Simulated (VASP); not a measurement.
# Hf3SnS8 (P3m1) in VASP: relaxation of cell and atoms with PBE

Aim: the relaxation of cell and atoms of Hf3SnS8 with PBE.

All numbers are computed with VASP 6.6.1; they aren't measurements. Logs are shortened: lines on timing, memory, paths and dates and some standing lists are left out, and cuts for length are marked.

**1. The cell of the first run**

It takes space group P3m1 (No. 156, trigonal). Conventional cell: a = 3.664 Å, b = 3.664 Å, c = 27.754 Å, α = 90.00°, β = 90.00°, γ = 120.00°. Within 3.4 Å of Hf (site symmetry 3m) lie 6 S at 2.56 Å. Within 3.4 Å of Hf (site symmetry 3m) lie 6 S at 2.56 Å. Hf (site symmetry 3m) has 6 S at 2.56 Å within 3.4 Å. Sn (site symmetry 3m) has 6 S at 2.59 Å within 3.4 Å. Within 3.4 Å of S (site symmetry 3m) lie 3 Hf at 2.56 Å. Within 3.4 Å of S (site symmetry 3m) lie 3 Sn at 2.59 Å. Within 3.4 Å of S (site symmetry 3m) lie 3 Hf at 2.56 Å. S (site symmetry 3m) has 3 Hf at 2.56 Å within 3.4 Å.

**2. Relaxation of cell and atoms, PBE**

Contents of INCAR:

```
PREC = Accurate
ENCUT = 600
EDIFF = 1E-6
ISMEAR = 0
SIGMA = 0.02
LREAL = False
LASPH = True
NELM = 80
ALGO = Normal
ISIF = 3
LWAVE = False
LCHARG = False
GGA = PE
IBRION = 2
NSW = 100
EDIFFG = -0.01
```

Contents of KPOINTS:

```
regular mesh
0
Gamma
  12 12 1
```

Contents of POSCAR:

```
Hf3SnS8
1.0
    3.6639680000      0.0000000000      0.0000000000
   -1.8319840000      3.1730893000      0.0000000000
    0.0000000000      0.0000000000     27.7544829000
Hf Sn S
3 1 8
Direct
    0.3333333000      0.6666667000      0.3128000000
    0.6666667000      0.3333333000      0.0638780000
    0.6666667000      0.3333333000      0.5617530000
    0.3333333000      0.6666667000      0.8115750000
    0.6666667000      0.3333333000      0.3647140000
    0.6666667000      0.3333333000      0.8652960000
    0.3333333000      0.6666667000      0.1157920000
    0.3333333000      0.6666667000      0.6136680000
    0.0000000000      0.0000000000      0.0119570000
    0.0000000000      0.0000000000      0.5098340000
    0.0000000000      0.0000000000      0.2608810000
    0.0000000000      0.0000000000      0.7578540000
```

Potentials or basis: VASP PAW PBE potentials, release 64 (Hf_pv, Sn_d, S).

Run with:

```sh
> cat potpaw_PBE.64/Hf_pv/POTCAR potpaw_PBE.64/Sn_d/POTCAR potpaw_PBE.64/S/POTCAR > POTCAR
> mpirun -np 1 vasp_std > vasp.out
```

OUTCAR:

```text
PREC = Accurate
   ENCUT = 600
   EDIFF = 1E-6
   ISMEAR = 0
   LREAL = False
   LASPH = True
   NELM = 80
   ISIF = 3
   GGA = PE
   IBRION = 2
   NSW = 100
   EDIFFG = -0.01

 ion  position               nearest neighbor table
   1  0.333  0.667  0.313-   5 2.56   5 2.56   5 2.56  11 2.56  11 2.56  11 2.56
   2  0.667  0.333  0.064-   7 2.56   7 2.56   7 2.56   9 2.56   9 2.56   9 2.56
   3  0.667  0.333  0.562-   8 2.56   8 2.56   8 2.56  10 2.56  10 2.56  10 2.56
   4  0.333  0.667  0.812-   6 2.59  12 2.59   6 2.59  12 2.59  12 2.59   6 2.59
   5  0.667  0.333  0.365-   1 2.56   1 2.56   1 2.56
   6  0.667  0.333  0.865-   4 2.59   4 2.59   4 2.59
   7  0.333  0.667  0.116-   2 2.56   2 2.56   2 2.56
   8  0.333  0.667  0.614-   3 2.56   3 2.56   3 2.56
   9  0.000  0.000  0.012-   2 2.56   2 2.56   2 2.56
  10  0.000  0.000  0.510-   3 2.56   3 2.56   3 2.56
  11  0.000  0.000  0.261-   1 2.56   1 2.56   1 2.56
  12  0.000  0.000  0.758-   4 2.59   4 2.59   4 2.59

  LATTYP: Found a hexagonal cell.
 ALAT       =     3.6639680000
 C/A-ratio  =     7.5749796123

  Lattice vectors:

 A1 = (   3.6639680000,   0.0000000000,   0.0000000000)
 A2 = (  -1.8319840000,   3.1730893000,   0.0000000000)
 A3 = (   0.0000000000,   0.0000000000,  27.7544829000)

Analysis of symmetry for initial positions (statically):
=====================================================================
 Subroutine PRICEL returns:
 Original cell was already a primitive cell.

 Routine SETGRP: Setting up the symmetry group for a
 hexagonal supercell.

 Subroutine GETGRP returns: Found  6 space group operations
 (whereof  6 operations were pure point group operations)
 out of a pool of 24 trial point group operations.

The static configuration has the point symmetry C_3v.

Analysis of symmetry for dynamics (positions and initial velocities):
=====================================================================
 Subroutine PRICEL returns:
 Original cell was already a primitive cell.

 Routine SETGRP: Setting up the symmetry group for a
 hexagonal supercell.

 Subroutine GETGRP returns: Found  6 space group operations
 (whereof  6 operations were pure point group operations)
 out of a pool of 24 trial point group operations.

The dynamic configuration has the point symmetry C_3v.

 Subroutine INISYM returns: Found  6 space group operations
 (whereof  6 operations are pure point group operations),
 and found     1 'primitive' translations

----------------------------------------------------------------------------------------

                                     Primitive cell

  volume of cell :     322.6763

  direct lattice vectors                    reciprocal lattice vectors
     3.663968000  0.000000000  0.000000000     0.272928148  0.157575143  0.000000000
    -1.831984000  3.173089300  0.000000000     0.000000000  0.315150286  0.000000000
     0.000000000  0.000000000 27.754482900     0.000000000  0.000000000  0.036030216

  length of vectors
     3.663968000  3.663967942 27.754482900     0.315150281  0.315150286  0.036030216

  position of ions in fractional coordinates (direct lattice)
     0.333333300  0.666666700  0.312800000
     0.666666700  0.333333300  0.063878000
     0.666666700  0.333333300  0.561753000
     0.333333300  0.666666700  0.811575000
     0.666666700  0.333333300  0.364714000
     0.666666700  0.333333300  0.865296000
     0.333333300  0.666666700  0.115792000
     0.333333300  0.666666700  0.613668000
     0.000000000  0.000000000  0.011957000
     0.000000000  0.000000000  0.509834000
     0.000000000  0.000000000  0.260881000
     0.000000000  0.000000000  0.757854000

  ion indices of the primitive-cell ions
   primitive index   ion index
                 1           1
                 2           2
                 3           3
                 4           4
                 5           5
                 6           6
                 7           7
                 8           8
                 9           9
                10          10
                11          11
                12          12

----------------------------------------------------------------------------------------

 KPOINTS: regular mesh

Automatic generation of k-mesh.
 Grid dimensions read from file:
 generate k-points for:   12   12    1

 Generating k-lattice:

  Cartesian coordinates                     Fractional coordinates (reciprocal lattice)
     0.022744012  0.013131262  0.000000000     0.083333333  0.000000000  0.000000000
     0.000000000  0.026262524  0.000000000     0.000000000  0.083333333  0.000000000
     0.000000000  0.000000000  0.036030216     0.000000000  0.000000000  1.000000000

  Length of vectors
     0.026262523  0.026262524  0.036030216

  Shift w.r.t. Gamma in fractional coordinates (k-lattice)
     0.000000000  0.000000000  0.000000000

 Subroutine IBZKPT returns following result:
 ===========================================

 Found     19 irreducible k-points:

 Following reciprocal coordinates:
            Coordinates               Weight
  0.000000  0.000000  0.000000      1.000000
  0.083333 -0.000000  0.000000      6.000000
  0.166667 -0.000000  0.000000      6.000000
  0.250000 -0.000000  0.000000      6.000000
  0.333333  0.000000  0.000000      6.000000
  0.416667 -0.000000  0.000000      6.000000
[... 11 lines left out ...]
  0.333333  0.250000  0.000000     12.000000
  0.333333  0.333333  0.000000      2.000000
   k-points           NKPTS =     19   k-points in BZ     NKDIM =     19   number of bands    NBANDS=     55
   number of dos      NEDOS =    301   number of ions     NIONS =     12
   total plane-waves  NPLWV = 201600
   dimension x,y,z NGX =    30 NGY =   30 NGZ =  224
   dimension x,y,z NGXF=    60 NGYF=   60 NGZF=  448
   ions per type =               3   1   8
   NGX,Y,Z   is equivalent  to a cutoff of  13.61, 13.61, 13.42 a.u.
   NGXF,Y,Z  is equivalent  to a cutoff of  27.22, 27.22, 26.83 a.u.
 SYSTEM =  unknown system
   PREC   = accura    normal or accurate (medium, high low for compatibility)
   ISTART =      0    job   : 0-new  1-cont  2-samecut
   ICHARG =      2    charge: 1-file 2-atom 10-const
   ISPIN  =      1    spin polarized calculation?
   LNONCOLLINEAR =      F non collinear calculations
   LSORBIT =      F    spin-orbit coupling
   LASPH  =      T    aspherical Exc in radial PAW
   ENCUT  =  600.0 eV  44.10 Ry    6.64 a.u.   7.32  7.32 55.43*2*pi/ulx,y,z
   NELM   =     80;   NELMIN=  2; NELMDL= -5     # of ELM steps
   EDIFF  = 0.1E-05   stopping-criterion for ELM
   LREAL  =      F    real-space projection
   EDIFFG = -.1E-01   stopping-criterion for IOM
   NSW    =    100    number of steps for IOM
   IBRION =      2    ionic relax: 0-MD 1-quasi-New 2-CG
   NFREE  =      1    steps in history (QN), initial steepest desc. (CG)
   ISIF   =      3    stress and relaxation
   ISYM   =      2    0-nonsym 1-usesym 2-fastsym
   POTIM  = 0.5000    time-step for ionic-motion
   TEBEG  =    0.0;   TEEND  =   0.0 temperature during run
   PSTRESS=    0.0 pullay stress
   NELECT =      92.0000    total number of electrons
   NUPDOWN=      -1.0000    fix difference up-down
   EMIN   =  10.00;   EMAX   =-10.00  energy-range for DOS
   EFERMI =   0.00;   METHOD = LEGACY
   ISMEAR =     0;   SIGMA  =   0.02  broadening in eV -4-tet -1-fermi 0-gaus
   EFERMI_NEDOS =   21; number of points for ismear=-14 and -15
   IALGO  =     38    algorithm
   IMIX   =      4    mixing-type and parameters
     AMIX     =   0.40;   BMIX     =  1.00
     AMIX_MAG =   1.60;   BMIX_MAG =  1.00
  volume/ion in A,a.u.               =      26.89       181.46
  Fermi-wavevector in a.u.,A,eV,Ry     =   1.077495  2.036169 15.796288  1.160994
  Thomas-Fermi vector in A             =   2.213408
   LORBIT       =      0    0 simple, 1 ext, 2 COOP (PROOUT), +10 PAW based schemes
   GGA     = PE    functional components
   LHFCALC =     F    Hartree Fock is set to
   AEXX    =    0.0000 exact exchange contribution
   IVDW    =     0    specifies the selected vdW correction
   LEPSILON=     F    determine dielectric tensor
   LRPA    =     F    only Hartree local field effects (RPA)
 conjugate gradient relaxation of ions
 non-spin polarized calculation
 Gauss-broadening in eV      SIGMA  =   0.02
  energy-cutoff  :      600.00
  volume of cell :      322.68
 maximum number of plane-waves:     10857
 NGX is ok and might be reduce to    30
   NGX = 15   NGY = 15   NGZ =111

--------------------------------------- Ionic step        1  -------------------------------------------

 number of electron      91.9999995 magnetization

 Free energy of the ion-electron system (eV)
  ---------------------------------------------------
  ext. energy  EPLUGINS =         0.00000000
  ---------------------------------------------------
  free energy    TOTEN  =       -82.00781494 eV

  energy without entropy =      -82.00781494  energy(sigma->0) =      -82.00781494

------------------------ aborting loop because EDIFF is reached ----------------------------------------

  FORCE on cell =-STRESS in cart. coord.  units (eV):
  Direction    XX          YY          ZZ          XY          YZ          ZX
  --------------------------------------------------------------------------------------
  -------------------------------------------------------------------------------------
  Total       -0.8038676     -0.8038676     -0.5940137     -0.0000000     -0.0000000      0.0000000
  in kB       -3.9914253     -3.9914252     -2.9494426     -0.0000000     -0.0000000      0.0000000
  external PRESSURE =      -3.6440977 kB  Pullay stress =       0.0000000 kB
[... 215 lines left out ...]
  energy  without entropy=      -82.0097639164  energy(sigma->0) =      -82.00976392

--------------------------------------- Ionic step        6  -------------------------------------------

 number of electron      91.9999995 magnetization

 Free energy of the ion-electron system (eV)
  ---------------------------------------------------
  ext. energy  EPLUGINS =         0.00000000
  ---------------------------------------------------
  free energy    TOTEN  =       -82.00978893 eV

  energy without entropy =      -82.00978893  energy(sigma->0) =      -82.00978893

 E-fermi :   2.1219     XC(G=0):  -8.5447

 val. band max:        1.9410995904   @ k =   0.0000   0.0000   0.0000
 cond. band min:       3.1710985092   @ k =   0.5000  -0.0000   0.0000
 fundamental gap:      1.2299989188
 Fermi energy:         2.1219285179

 k-point     1 :       0.0000    0.0000    0.0000
  band No.  band energies     occupation
      1     -28.7289      2.00000
      2     -28.7286      2.00000
      3     -28.7279      2.00000
      4     -28.6196      2.00000
      5     -28.6196      2.00000
      6     -28.6192      2.00000
[... 1130 lines left out ...]
  FREE ENERGIE OF THE ION-ELECTRON SYSTEM (eV)
  ---------------------------------------------------
  free  energy   TOTEN  =       -82.0097889304 eV

  energy  without entropy=      -82.0097889304  energy(sigma->0) =      -82.00978893

 reached required accuracy - stopping structural energy minimisation
```

Run time: 53 min. Hardware: 1 thread of Oxide Virtual Turin-like, shared host; peak memory 0.7 GiB.

What came out:

| Item | Value |
| --- | --- |
| Free energy | -82.0098 eV |
| Relaxed volume | 26.78 Å³/atom |
| Relaxed cell | a = 3.658 Å, b = 3.658 Å, c = 27.738 Å, α = 90.00°, β = 90.00°, γ = 120.00° |
| Space group after relaxing (to 0.1 Å) | P3m1 (No. 156) |
| Energy gained by relaxing | 0.2 meV/atom |
| Ionic steps | 6 |
| Pressure after relaxing | 0.0 GPa |
| Band gap on the k mesh | 1.23 eV (least direct gap 1.81 eV) |

Forces on the atoms (eV/Å):
```
Hf   0.000  0.000  0.000
Hf   0.000  0.000  0.000
Hf   0.000  0.000  0.000
Sn   0.000  0.000  0.000
S    0.000  0.000 -0.002
S    0.000  0.000  0.001
S    0.000  0.000 -0.002
S    0.000  0.000 -0.002
S    0.000  0.000  0.002
S    0.000  0.000  0.002
S    0.000  0.000  0.002
S    0.000  0.000  0.000
```

Step by step:
| step | energy change (eV) | largest force (eV/Å) | pressure (GPa) | volume (Å³) |
| --- | --- | --- | --- | --- |
| 1 | 0.0000 | 0.0670 | -0.36 | 322.68 |
| 2 | 0.0006 | 0.0805 | 0.44 | 319.83 |
| 3 | -0.0019 | 0.0351 | 0.01 | 321.35 |
| 4 | -0.0019 | 0.0346 | 0.01 | 321.38 |
| 5 | -0.0019 | 0.0161 | 0.00 | 321.37 |
| 6 | -0.0020 | 0.0023 | -0.01 | 321.37 |

Final structure:
```
Hf Sn S
1.0
     3.65764    0.00000    0.00000
    -1.82882    3.16761    0.00000
     0.00000    0.00000   27.73770
Hf Sn S
3 1 8
Cartesian
  0.0000 2.1117 8.6764
  1.8288 1.0559 1.7718
  1.8288 1.0559 15.5817
  0.0000 2.1117 22.5113
  1.8288 1.0559 10.1145
  1.8288 1.0559 24.0040
  0.0000 2.1117 3.2100
  0.0000 2.1117 17.0199
  0.0000 0.0000 0.3335
  0.0000 0.0000 14.1434
  0.0000 0.0000 7.2381
  0.0000 0.0000 21.0185
```

Caveat: spin-orbit coupling is left out, which moves the levels of the heavy elements; this functional lacks dispersion, which binds layers or chains, so the pressure and a relaxed spacing across them are unreliable. A k mesh can miss the band edges.
